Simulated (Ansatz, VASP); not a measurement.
## Ir: VASP beside Ansatz

The input INCAR:

```
SYSTEM = Ir
PREC = Accurate
ENCUT = 520
EDIFF = 1E-6
ISMEAR = 0
SIGMA = 0.15
LREAL = .False.
LASPH = .True.
NELM = 80
ALGO = Normal
ISIF = 2
LWAVE = .False.
LCHARG = .False.
GGA = PS
NBANDS = 10
```

KPOINTS

```
regular mesh
0
Gamma
  22 22 22
  0 0 0
```

Contents of POSCAR:

```
Ir
1.0
    0.0000000000      1.9676925000      1.9197000000
    1.9676925000      0.0000000000      1.9197000000
    1.9676925000      1.9676925000      0.0000000000
Ir
1
Direct
    0.0000000000      0.0000000000      0.0000000000
```

Input for Ansatz:

```yaml
crystal:
  lattice:
    - [0.0, 1.9676925, 1.9197]
    - [1.9676925, 0.0, 1.9197]
    - [1.9676925, 1.9676925, 0.0]
  atoms:
    - { symbol: Ir, position: [0.0, 0.0, 0.0] }
basis:
  ecutwfc: 420
kpoints:
  mp_grid: { grid: [22, 22, 22] }
hamiltonian:
  xc: pbesol
scf:
  occupations: { method: gaussian, width: 0.15 }
output:
  forces: true
  stress: true
  eigenvalues: true
```

Change from the starting cell: strain +0.025 along x and y, +0.000 along z, atoms carried along.

Alike in both runs: task single point; functional PBEsol; k mesh 22 × 22 × 22; occupations gaussian, width 0.15 eV; no spin polarisation.

|  | VASP | Ansatz |
| --- | --- | --- |
| version | VASP 6.6.1 | Ansatz 0.2.0 |
| potentials or method | VASP PAW PBE potentials, release 64 (Ir), cutoff 520 eV | scalar-relativistic, plane waves, PAW |
| valence electrons in the cell | 9 | 17 |

```csv
,VASP,Ansatz,Ansatz less VASP
gap on the k mesh at the Fermi level (eV),none,none,-
pressure (GPa),-18.1,-18.7,-0.63
"traceless stress, the component that is largest in VASP (GPa)",5.24,5.26,+0.021
```

VASP's potentials were made for PBE, not for PBEsol. A gap of «none» marks a metal or a gap that the smearing closes. VASP's potentials hold 9 valence electrons a cell and Ansatz's 17, so a difference there can come from the potentials and not from the codes.

Spin-orbit coupling is off throughout.
